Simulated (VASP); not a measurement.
# CoW4 (P6_3/mmc) in VASP: relaxation of cell and atoms with PBE

Aim: the relaxation of cell and atoms of CoW4 with PBE.

Everything below comes from runs of VASP 6.6.1. Logs are shortened: lines on timing, memory, paths and dates and some standing lists are left out, and cuts for length are marked.

## (1) The cell of the first run

It takes space group P6_3/mmc (No. 194, hexagonal). Conventional cell: a = 2.835 Å, b = 2.835 Å, c = 22.928 Å, α = 90.00°, β = 90.00°, γ = 120.00°. Within 3.7 Å of Co (site symmetry -6m2) lie 6 W at 2.82 Å and 6 Co at 2.83 Å. Within 3.7 Å of W (site symmetry 3m) lie 12 W at 2.82 to 2.83 Å. W (site symmetry 3m) has 3 Co at 2.82 Å and 9 W at 2.82 to 2.83 Å within 3.7 Å.

## (2) Relaxation of cell and atoms, PBE, collinear spin, antiferromagnetic start

Contents of INCAR:

```
SYSTEM = CoW4
PREC = Accurate ; ENCUT = 600
EDIFF = 1E-7 ; ISMEAR = 0
SIGMA = 0.1 ; LREAL = .False.
LASPH = .True. ; NELM = 150
ALGO = Normal ; ISIF = 3
LWAVE = .False. ; LCHARG = .False.
ISPIN = 2 ; MAGMOM = 3 -3 0 0 0 0 0 0 0 0
LORBIT = 11 ; LMAXMIX = 4
GGA = PE ; IBRION = 2
NSW = 90 ; EDIFFG = -0.04
```

Contents of KPOINTS:

```
Automatic mesh
0
Gamma
  6 6 1
  0 0 0
```

Contents of POSCAR:

```
CoW4
1.0
    2.8346395800      0.0000000000      0.0000000000
   -1.4173197900      2.4548698900      0.0000000000
    0.0000000000      0.0000000000     22.9284541400
Co W
2 8
Direct
    0.3333333300      0.6666666700      0.7500000000
    0.6666666700      0.3333333300      0.2500000000
    0.3333333300      0.6666666700      0.9500000000
    0.3333333300      0.6666666700      0.1500000000
    0.3333333300      0.6666666700      0.3500000000
    0.3333333300      0.6666666700      0.5500000000
    0.6666666700      0.3333333300      0.8500000000
    0.6666666700      0.3333333300      0.0500000000
    0.6666666700      0.3333333300      0.4500000000
    0.6666666700      0.3333333300      0.6500000000
```

Potentials or basis: VASP PAW PBE potentials, release 64 (Co, W_sv).

Launch:

```sh
$ cat potpaw_PBE.64/Co/POTCAR potpaw_PBE.64/W_sv/POTCAR > POTCAR
$ mpirun -np 1 vasp_std > vasp.out
```

OUTCAR:

```text
SYSTEM = CoW4
   PREC = Accurate
   ENCUT = 600
   EDIFF = 1E-7
   ISMEAR = 0
   LREAL = .False.
   LASPH = .True.
   NELM = 150
   ISIF = 3
   ISPIN = 2
   LORBIT = 11
   GGA = PE
   IBRION = 2
   NSW = 90
   EDIFFG = -0.04

 ion  position               nearest neighbor table
   1  0.333  0.667  0.750-   7 2.82  10 2.82   7 2.82  10 2.82   7 2.82  10 2.82
   2  0.667  0.333  0.250-   4 2.82   5 2.82   4 2.82   5 2.82   4 2.82   5 2.82
   3  0.333  0.667  0.950-   8 2.82   7 2.82   8 2.82   7 2.82   8 2.82   7 2.82
   4  0.333  0.667  0.150-   2 2.82   8 2.82   2 2.82   8 2.82   2 2.82   8 2.82
   5  0.333  0.667  0.350-   2 2.82   9 2.82   2 2.82   9 2.82   2 2.82   9 2.82
   6  0.333  0.667  0.550-   9 2.82  10 2.82   9 2.82  10 2.82   9 2.82  10 2.82
   7  0.667  0.333  0.850-   1 2.82   3 2.82   1 2.82   3 2.82   1 2.82   3 2.82
   8  0.667  0.333  0.050-   3 2.82   4 2.82   3 2.82   4 2.82   3 2.82   4 2.82
   9  0.667  0.333  0.450-   6 2.82   5 2.82   6 2.82   5 2.82   6 2.82   5 2.82
  10  0.667  0.333  0.650-   1 2.82   6 2.82   1 2.82   6 2.82   1 2.82   6 2.82

  LATTYP: Found a hexagonal cell.
 ALAT       =     2.8346395800
 C/A-ratio  =     8.0886664752

  Lattice vectors:

 A1 = (   2.8346395800,   0.0000000000,   0.0000000000)
 A2 = (  -1.4173197900,   2.4548698900,   0.0000000000)
 A3 = (   0.0000000000,   0.0000000000,  22.9284541400)

Analysis of symmetry for initial positions (statically):
=====================================================================
 Subroutine PRICEL returns:
 Original cell was already a primitive cell.

 Routine SETGRP: Setting up the symmetry group for a
 hexagonal supercell.

 Subroutine GETGRP returns: Found 24 space group operations
 (whereof 12 operations were pure point group operations)
 out of a pool of 24 trial point group operations.

The static configuration has the point symmetry D_3d.
 The point group associated with its full space group is D_6h.

Analysis of symmetry for dynamics (positions and initial velocities):
=====================================================================
 Subroutine PRICEL returns:
 Original cell was already a primitive cell.

 Routine SETGRP: Setting up the symmetry group for a
 hexagonal supercell.

 Subroutine GETGRP returns: Found 24 space group operations
 (whereof 12 operations were pure point group operations)
 out of a pool of 24 trial point group operations.

The dynamic configuration has the point symmetry D_3d.
[... 1296 lines left out ...]
     76      13.3038      0.00000
     77      13.3146      0.00000
 [bands above 77 left out]

------------------------ aborting loop because EDIFF is reached ----------------------------------------

  FORCE on cell =-STRESS in cart. coord.  units (eV):
  Direction    XX          YY          ZZ          XY          YZ          ZX
  --------------------------------------------------------------------------------------
  -------------------------------------------------------------------------------------
  Total       -8.3100593     -8.3100593      1.8975569     -0.0000000      0.0000000     -0.0000000
  in kB      -83.4475526    -83.4475528     19.0547950     -0.0000000      0.0000000     -0.0000000
  external PRESSURE =     -49.2801035 kB  Pullay stress =       0.0000000 kB
[... 115 lines left out ...]
  FREE ENERGIE OF THE ION-ELECTRON SYSTEM (eV)
  ---------------------------------------------------
  free  energy   TOTEN  =      -113.0214993694 eV

  energy  without entropy=     -112.9683544977  energy(sigma->0) =     -112.99492693

[... ionic steps 4 to 11 ...]

--------------------------------------- Ionic step       12  -------------------------------------------

 number of electron     130.0000006 magnetization      -0.0000000

------------------------ aborting loop because EDIFF is reached ----------------------------------------
[... 85 lines left out ...]
 number of electron     130.0000008 magnetization      -0.0000000

 number of electron     130.0000007 magnetization       0.0000000

 Free energy of the ion-electron system (eV)
  ---------------------------------------------------
  ext. energy  EPLUGINS =         0.00000000
  ---------------------------------------------------
  free energy    TOTEN  =      -113.77750608 eV

  energy without entropy =     -113.72128252  energy(sigma->0) =     -113.74939430

 E-fermi :  10.3794     XC(G=0): -13.3899

 val. band max:       10.3563865111   @ k =   0.3333  -0.0000   0.0000
 cond. band min:      10.3835389621   @ k =   0.5000  -0.0000   0.0000
 fundamental gap:      0.0271524510
 Fermi energy:        10.3794340653

 spin component 1

 k-point     1 :       0.0000    0.0000    0.0000
  band No.  band energies     occupation
      1     -63.4013      1.00000
      2     -63.4012      1.00000
      3     -63.3698      1.00000
      4     -63.3698      1.00000
      5     -63.3060      1.00000
      6     -63.3058      1.00000
[... 1112 lines left out ...]
     76      13.1133      0.00000
     77      13.6804      0.00000
 [bands above 77 left out]

------------------------ aborting loop because EDIFF is reached ----------------------------------------

  FORCE on cell =-STRESS in cart. coord.  units (eV):
  Direction    XX          YY          ZZ          XY          YZ          ZX
  --------------------------------------------------------------------------------------
  -------------------------------------------------------------------------------------
  Total        0.0706492      0.0706492      0.3547477      0.0000000     -0.0000000      0.0000000
  in kB        0.7361388      0.7361388      3.6963395      0.0000000     -0.0000000      0.0000000
  external PRESSURE =       1.7228723 kB  Pullay stress =       0.0000000 kB
[... 25 lines left out ...]
  FREE ENERGIE OF THE ION-ELECTRON SYSTEM (eV)
  ---------------------------------------------------
  free  energy   TOTEN  =      -113.7775060825 eV

  energy  without entropy=     -113.7212825247  energy(sigma->0) =     -113.74939430

 reached required accuracy - stopping structural energy minimisation

 total charge

# of ion       s       p       d       tot
------------------------------------------
    1        0.459   0.493   7.313   8.264
    2        0.459   0.493   7.313   8.264
    3        2.409   6.323   3.302  12.034
    4        2.419   6.315   3.332  12.065
    5        2.419   6.315   3.332  12.065
    6        2.409   6.323   3.302  12.034
    7        2.419   6.315   3.332  12.065
    8        2.409   6.323   3.302  12.034
    9        2.409   6.323   3.302  12.034
   10        2.419   6.315   3.332  12.065
--------------------------------------------------
tot         20.228  51.535  41.162 112.924

 magnetization (x)

# of ion       s       p       d       tot
------------------------------------------
    1        0.000  -0.000   0.000   0.000
    2       -0.000   0.000  -0.000  -0.000
    3       -0.000  -0.000  -0.000  -0.000
    4        0.000   0.000   0.000   0.000
    5        0.000   0.000   0.000   0.000
    6       -0.000  -0.000  -0.000  -0.000
    7       -0.000  -0.000  -0.000  -0.000
    8        0.000   0.000   0.000   0.000
    9        0.000   0.000   0.000   0.000
   10       -0.000  -0.000  -0.000  -0.000
--------------------------------------------------
tot          0.000   0.000   0.000   0.000
```

OSZICAR:

```text
N       E                     dE             d eps       ncg     rms          rms(c)
DAV:   1     0.195115991853E+04    0.19512E+04   -0.77136E+04  2192   0.221E+03
DAV:   2     0.558546164356E+02   -0.18953E+04   -0.18445E+04  2200   0.687E+02
[... 244 lines left out ...]
DAV:  10    -0.113777508864E+03   -0.38599E-06   -0.34763E-06  2704   0.108E-02    0.314E-02
DAV:  11    -0.113777509373E+03   -0.50888E-06   -0.49871E-05  2676   0.281E-02    0.397E-02
DAV:  12    -0.113777508800E+03    0.57210E-06   -0.30132E-06  2388   0.754E-03    0.350E-02
DAV:  13    -0.113777506396E+03    0.24049E-05   -0.60847E-06  2784   0.189E-02    0.930E-03
DAV:  14    -0.113777506157E+03    0.23894E-06   -0.12181E-06  2696   0.646E-03    0.351E-03
DAV:  15    -0.113777506083E+03    0.74106E-07   -0.24772E-07  1200   0.283E-03
  14 F= -.11377751E+03 E0= -.11374939E+03  d E =-.207499E-03  mag=     0.0000
```

CONTCAR:

```text
CoW4
   1.00000000000000
     2.7691057896249598    0.0000000000000000   -0.0000000000000000
    -1.3845528948124799    2.3981159624920196   -0.0000000000000000
    -0.0000000000000000    0.0000000000000000   23.1552014864819675
  Co              W
     2     8
Direct
     0.3333333300000021    0.6666666699999979    0.7500000000000000
     0.6666666699999979    0.3333333300000021    0.2500000000000000
     0.3333333300000021    0.6666666699999979    0.9463142598041232
     0.3333333300000021    0.6666666699999979    0.1603022785332810
     0.3333333300000021    0.6666666699999979    0.3396977214667190
     0.3333333300000021    0.6666666699999979    0.5536857401958768
     0.6666666699999979    0.3333333300000021    0.8396977214667192
     0.6666666699999979    0.3333333300000021    0.0536857401958768
     0.6666666699999979    0.3333333300000021    0.4463142598041233
     0.6666666699999979    0.3333333300000021    0.6603022785332808

  0.00000000E+00  0.00000000E+00  0.00000000E+00
  0.00000000E+00  0.00000000E+00  0.00000000E+00
  0.00000000E+00  0.00000000E+00  0.00000000E+00
  0.00000000E+00  0.00000000E+00  0.00000000E+00
  0.00000000E+00  0.00000000E+00  0.00000000E+00
  0.00000000E+00  0.00000000E+00  0.00000000E+00
  0.00000000E+00  0.00000000E+00  0.00000000E+00
  0.00000000E+00  0.00000000E+00  0.00000000E+00
  0.00000000E+00  0.00000000E+00  0.00000000E+00
  0.00000000E+00  0.00000000E+00  0.00000000E+00
```

It took 73 min on 1 thread of Oxide Virtual Turin-like, shared host; peak memory 0.48 GiB.

Results:

```yaml
Free_energy: -113.7775 eV
Relaxed_volume: 15.38 Å³/atom
Relaxed_cell: a = 2.769 Å, b = 2.769 Å, c = 23.155 Å, α = 90.00°, β = 90.00°, γ = 120.00°
Space_group_after_relaxing_to_0.1_Å: P6_3/mmc (No. 194)
Energy_gained_by_relaxing: 164.4 meV/atom
Ionic_steps: 14
Pressure_after_relaxing: 0.2 GPa
Largest_force_after_relaxing: 0.009 eV/Å
Band_gap_on_the_k_mesh: zero (filled and empty bands overlap)
Net_moment: 0.00 μB per cell
Valence_electrons_inside_the_program's_atomic_spheres: Co 8.26; W 12.03, 12.06 (each value once)
```

Forces in eV/Å, atoms in the order of the input:
```
Co   0.000  0.000  0.000
Co   0.000  0.000  0.000
W    0.000  0.000 -0.009
W    0.000  0.000 -0.001
W    0.000  0.000  0.001
W    0.000  0.000  0.009
W    0.000  0.000  0.001
W    0.000  0.000  0.009
W    0.000  0.000 -0.009
W    0.000  0.000 -0.001
```

Stress tensor (GPa, compression positive):
```
0.07 0.00 0.00
0.00 0.07 0.00
0.00 0.00 0.37
```

Step by step:
```tsv
step	energy change (eV)	largest force (eV/Å)	pressure (GPa)	volume (Å³)
1	0.0000	2.4637	-4.93	159.55
2	-0.8353	1.8801	13.06	148.36
3	-0.8885	1.5856	9.26	150.21
4	-1.3790	1.1993	1.90	153.60
5	-1.3885	1.1242	0.98	154.11
6	-1.5790	0.5471	-2.07	155.32
7	-1.5981	0.3096	-3.13	155.78
8	-1.6236	0.3006	2.11	152.72
9	-1.6285	0.2829	0.59	153.58
10	-1.6380	0.1887	0.46	153.66
11	-1.6429	0.0528	0.27	153.77
12	-1.6442	0.0136	-0.46	154.14
13	-1.6443	0.0212	-0.35	154.07
14	-1.6445	0.0095	0.17	153.77
```

Final structure:
```
Co W
1.0
     2.76911    0.00000    0.00000
    -1.38455    2.39812    0.00000
     0.00000    0.00000   23.15520
Co W
2 8
Cartesian
  0.0000 1.5987 17.3664
  1.3846 0.7994 5.7888
  0.0000 1.5987 21.9121
  0.0000 1.5987 3.7118
  0.0000 1.5987 7.8658
  0.0000 1.5987 12.8207
  1.3846 0.7994 19.4434
  1.3846 0.7994 1.2431
  1.3846 0.7994 10.3345
  1.3846 0.7994 15.2894
```

Caveat: the k points lie up to 0.44 Å⁻¹ apart in the final cell, too coarse for converged energies and pressures of a metal; the moments typed at the start vanished in this run; spin-orbit coupling is left out, which moves the levels of the heavy elements.

The gap in the log of VASP goes by the Fermi energy; the results here count the filled bands.